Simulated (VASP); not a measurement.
# RbBr (P1) in VASP: further runs, part 2 of 3

VASP 6.6.1.

### Step 3. Single point, PBEsol

Input file INCAR:

```
  ALGO = Normal
  EDIFF = 1E-6
  ENCUT = 520
  GGA = PS
  ISIF = 2
  ISMEAR = -1
  LASPH = T
  LCHARG = T
  LELF = T
  LREAL = Auto
  LVHAR = T
  LWAVE = F
  NBANDS = 78
  NELM = 100
  PREC = Accurate
  SIGMA = 0.1034
```

Input file KPOINTS:

```
k-points
0
Gamma
  1 1 1
```

Input file POSCAR:

```
RbBr
1.0
    0.0000000000      6.9570240000     -6.9570240000
   -6.9570240000      0.0000000000     -6.9570240000
   -6.9570240000      6.9570240000      0.0000000000
Rb Br
8 8
Direct
    0.4494252859      0.5816720627     -0.0417920795
   -0.0171633014      0.5078639228      0.0441538652
    0.5328424194      0.0552185101     -0.0199810292
    0.0579770172     -0.0264461500      0.0133113670
    0.5009338045      0.5740321580      0.5006581119
   -0.0072233472      0.5549302403      0.5202842480
    0.4722493411      0.1446263517      0.4046184116
   -0.0088061361      0.0534553999      0.4153828562
    0.7401594417      0.7718842137      0.2433307690
    0.2804340620      0.7780042875      0.2184452001
    0.7509335888      0.2909560180      0.2594753159
    0.2133776598      0.3149052670      0.2557920599
    0.7319010974      0.7030618983      0.7965442551
    0.2463697121      0.7448151681      0.7429165114
    0.8092067097      0.2605784456      0.7551656427
    0.3143941289      0.2031567665      0.7545833535
```

Potentials or basis: VASP PAW PBE potentials, release 64 (Rb_sv, Br).

The run is started by

```sh
$ cat potpaw_PBE.64/Rb_sv/POTCAR potpaw_PBE.64/Br/POTCAR > POTCAR
$ mpirun -np 1 vasp_gam > vasp.out
```

OUTCAR:

```text
EDIFF = 1E-6
   ENCUT = 520
   GGA = PS
   ISIF = 2
   ISMEAR = -1
   LASPH = T
   LREAL = Auto
   NELM = 100
   PREC = Accurate

 ion  position               nearest neighbor table
   1  0.449  0.582  0.958-  13 2.95  14 2.95  10 3.24  12 3.53  15 3.82   4 3.89  11 4.19   5 4.31
                             7 4.35   2 4.60   3 4.73   6 4.89   6 5.07   3 5.24   2 5.37   7 5.50
   2  0.983  0.508  0.044-  12 3.09  11 3.12   9 3.24  13 3.51  14 3.52   8 4.12  16 4.15   1 4.60
                             5 4.65   4 4.84   6 4.89   3 4.96   3 4.98   6 4.98   4 5.08   5 5.25
   3  0.533  0.055  0.980-  16 3.17   9 3.32  15 3.37  10 3.70  12 3.76  13 3.88   7 4.39   1 4.73
                             8 4.89   5 4.92   5 4.94   4 4.95   2 4.96   4 4.97   2 4.98   8 5.12
   4  0.058  0.974  0.013-  10 2.98  16 3.39  14 3.53  15 3.54   9 3.67   1 3.89  11 3.94   8 4.09
                             6 4.60   2 4.84   3 4.95   3 4.97   7 5.05   2 5.08   7 5.26   6 5.33
   5  0.501  0.574  0.501-  14 2.93   9 3.07  10 3.54  11 3.66  15 3.94  16 3.99   1 4.31   2 4.65
                             6 4.85   3 4.92   7 4.93   3 4.94   8 4.97   6 5.00   8 5.07   7 5.09
   6  0.993  0.555  0.520-  13 3.06  15 3.37  12 3.53  10 3.60   9 3.72  16 3.96   8 4.47   7 4.48
                             4 4.60   5 4.85   1 4.89   2 4.89   2 4.98   5 5.00   1 5.07   4 5.33
   7  0.472  0.145  0.405-  12 2.91  11 3.10  16 3.22   9 3.86   1 4.35   3 4.39   6 4.48   8 4.77
                             5 4.93   4 5.05   5 5.09   8 5.18   4 5.26   1 5.50   6 5.54   3 5.57
   8  0.991  0.053  0.415-  11 2.81  10 3.35  12 3.47  15 3.96  14 4.07   4 4.09   2 4.12   6 4.47
                             7 4.77   3 4.89   5 4.97   5 5.07   3 5.12   7 5.18   6 5.53
   9  0.740  0.772  0.243-   5 3.07   2 3.24   3 3.32   4 3.67   6 3.72   7 3.86
  10  0.280  0.778  0.218-   4 2.98   1 3.24   8 3.35   5 3.54   6 3.60   3 3.70
  11  0.751  0.291  0.259-   8 2.81   7 3.10   2 3.12   5 3.66   4 3.94   1 4.19
  12  0.213  0.315  0.256-   7 2.91   2 3.09   8 3.47   6 3.53   1 3.53   3 3.76
  13  0.732  0.703  0.797-   1 2.95   6 3.06   2 3.51   3 3.88
  14  0.246  0.745  0.743-   5 2.93   1 2.95   2 3.52   4 3.53   8 4.07
  15  0.809  0.261  0.755-   6 3.37   3 3.37   4 3.54   1 3.82   5 3.94   8 3.96
  16  0.314  0.203  0.755-   3 3.17   7 3.22   4 3.39   6 3.96   5 3.99   2 4.15

  LATTYP: Found a face centered cubic cell.
 ALAT       =    13.9140480000

  Lattice vectors:

 A1 = (   0.0000000000,   6.9570240000,  -6.9570240000)
[... 166 lines left out ...]
  volume of cell :      673.44
 maximum number of plane-waves:      9075
 NGX is ok and might be reduce to    80
   NGX = 37   NGY = 37   NGZ = 37

 number of electron     128.0000001 magnetization

 Free energy of the ion-electron system (eV)
  ---------------------------------------------------
  ext. energy  EPLUGINS =         0.00000000
  ---------------------------------------------------
  free energy    TOTEN  =       -47.68986626 eV

  energy without entropy =      -47.68986601  energy(sigma->0) =      -47.68986613

 E-fermi :   0.2957     XC(G=0):  -7.1264

 val. band max:       -1.5349903107   @ k =   0.0000   0.0000   0.0000
 cond. band min:       2.0792014695   @ k =   0.0000   0.0000   0.0000
 fundamental gap:      3.6141917803
 Fermi energy:         0.2956908377

 k-point     1 :       0.0000    0.0000    0.0000
  band No.  band energies     occupation
      1     -26.7702      2.00000
      2     -26.5841      2.00000
      3     -26.5551      2.00000
      4     -26.5109      2.00000
      5     -26.4916      2.00000
      6     -26.3858      2.00000
[... 68 lines left out ...]
     75       4.7973      0.00000
     76       5.0288      0.00000
 [bands above 76 left out]

------------------------ aborting loop because EDIFF is reached ----------------------------------------

  FORCE on cell =-STRESS in cart. coord.  units (eV):
  Direction    XX          YY          ZZ          XY          YZ          ZX
  --------------------------------------------------------------------------------------
  -------------------------------------------------------------------------------------
  Total        3.8614198     12.7946070      4.6473936      0.3994850     -1.5080798     -1.0392430
  in kB        9.1866485     30.4394661     11.0565476      0.9504091     -3.5878510     -2.4724482
  external PRESSURE =      16.8942207 kB  Pullay stress =       0.0000000 kB

 VOLUME and BASIS-vectors are now :
 -----------------------------------------------------------------------------
  energy-cutoff  :      520.00
  volume of cell :      673.44
      direct lattice vectors                 reciprocal lattice vectors
     0.000000000  6.957024000 -6.957024000     0.071869811  0.071869811 -0.071869811
    -6.957024000  0.000000000 -6.957024000    -0.071869811 -0.071869811 -0.071869811
    -6.957024000  6.957024000  0.000000000    -0.071869811  0.071869811  0.071869811

 POSITION                                       TOTAL-FORCE (eV/Angst)
 -----------------------------------------------------------------------------------
    -10.71298      9.79294     -7.17337         0.160960      0.847636      0.482446
     -3.84040      7.14480    -10.37084         0.231582     -0.715117     -0.411172
     -7.20217     10.52501     -4.09115         0.200811      0.096922      0.044349
     -6.86564      0.49595     -7.17638         0.040167     -1.187034     -0.021545
     -7.47665      6.96810     -7.47856         0.980559      0.095906      0.357116
     -7.48029     10.52640    -10.76743         0.467673      0.049980      0.090307
[... 8 lines left out ...]
     -7.06656     10.88338     -7.44252        -0.010430     -0.156381      0.147995
     -6.66302      7.43690     -3.60061        -0.248881     -0.295469     -0.056952
 -----------------------------------------------------------------------------------
    total drift:                               -0.008063     -0.000775     -0.000293

  FREE ENERGIE OF THE ION-ELECTRON SYSTEM (eV)
  ---------------------------------------------------
  free  energy   TOTEN  =       -47.6898662590 eV

  energy  without entropy=      -47.6898660067  energy(sigma->0) =      -47.68986613
```

OSZICAR:

```text
N       E                     dE             d eps       ncg     rms          rms(c)
DAV:   1     0.129138961467E+04    0.12914E+04   -0.60288E+04   156   0.147E+03
DAV:   2     0.105191097641E+03   -0.11862E+04   -0.11441E+04   226   0.300E+02
DAV:   3    -0.458176741597E+02   -0.15101E+03   -0.15056E+03   200   0.108E+02
DAV:   4    -0.498231309074E+02   -0.40055E+01   -0.39978E+01   192   0.213E+01
DAV:   5    -0.500770916247E+02   -0.25396E+00   -0.25392E+00   240   0.382E+00    0.107E+01
DAV:   6    -0.478481530741E+02    0.22289E+01   -0.42025E+00   168   0.438E+00    0.729E+00
DAV:   7    -0.475868817824E+02    0.26127E+00   -0.26816E+00   184   0.365E+00    0.290E+00
DAV:   8    -0.476675118938E+02   -0.80630E-01   -0.34275E-01   176   0.157E+00    0.544E-01
DAV:   9    -0.476831451769E+02   -0.15633E-01   -0.63733E-02   184   0.612E-01    0.245E-01
DAV:  10    -0.476880381575E+02   -0.48930E-02   -0.10746E-02   192   0.268E-01    0.920E-02
DAV:  11    -0.476896643575E+02   -0.16262E-02   -0.21055E-03   192   0.133E-01    0.492E-02
DAV:  12    -0.476898288534E+02   -0.16450E-03   -0.26799E-04   216   0.476E-02    0.144E-02
DAV:  13    -0.476898594689E+02   -0.30616E-04   -0.41069E-05   168   0.199E-02    0.861E-03
DAV:  14    -0.476898646401E+02   -0.51711E-05   -0.95424E-06   176   0.918E-03    0.337E-03
DAV:  15    -0.476898659316E+02   -0.12916E-05   -0.19512E-06   112   0.493E-03    0.220E-03
DAV:  16    -0.476898662590E+02   -0.32740E-06   -0.71287E-07   112   0.281E-03
   1 F= -.47689866E+02 E0= -.47689866E+02  d E =-.252310E-06
```

stdout:

```text
POSCAR found type information on POSCAR RbBr
 POSCAR found :  2 types and      16 ions
 scaLAPACK will be used
 -----------------------------------------------------------------------------
|                                                                             |
|                                                                             |
|     You enforced a specific xc type in the INCAR file but a different       |
|     I HOPE YOU KNOW WHAT YOU ARE DOING!                                     |
|                                                                             |
 -----------------------------------------------------------------------------

 LDA part: xc-table for (Slater+PW92), standard interpolation
 POSCAR, INCAR and KPOINTS ok, starting setup
 FFT: planning ... GRIDC
 FFT: planning ... GRID_SOFT
 FFT: planning ... GRID
 WAVECAR not read
 entering main loop
```

It took 2.7 min on 1 thread of Intel Xeon Platinum 8259CL at 2.50GHz (Skylake/Cascade Lake), shared host; peak memory 0.93 GiB.

Results:

```yaml
Free_energy: -47.6899 eV
Pressure: 1.7 GPa
Largest_force: 1.801 eV/Å
```

Forces on the atoms (eV/Å):
```
Rb   0.161  0.848  0.482
Rb   0.232 -0.715 -0.411
Rb   0.201  0.097  0.044
Rb   0.040 -1.187 -0.022
Rb   0.981  0.096  0.357
Rb   0.468  0.050  0.090
Rb   0.195  1.084  0.304
Rb  -0.109  1.797  0.063
Br  -0.288  0.160 -0.621
Br  -0.320  0.757  0.080
Br  -0.183 -1.272  0.068
Br   0.087 -0.550  0.123
Br  -0.402  0.194 -0.912
Br  -0.803 -0.905  0.263
Br  -0.010 -0.156  0.148
Br  -0.249 -0.295 -0.057
```

Levels at points of the mesh, in eV from the Fermi level:
```tsv
k point	band 61	band 62	band 63	band 64	band 65	band 66	band 67	band 68
(0.00, 0.00, 0.00)	-2.05	-2.03	-2.01	-1.83	1.78	3.39	3.51	3.58
```

Caveat: the k points lie up to 0.78 Å⁻¹ apart; the atoms stand as in a frame of molecular dynamics; the PAW data sets were made with another functional, which shifts forces and pressure a little.

(Part 2 of 3 ends here.)
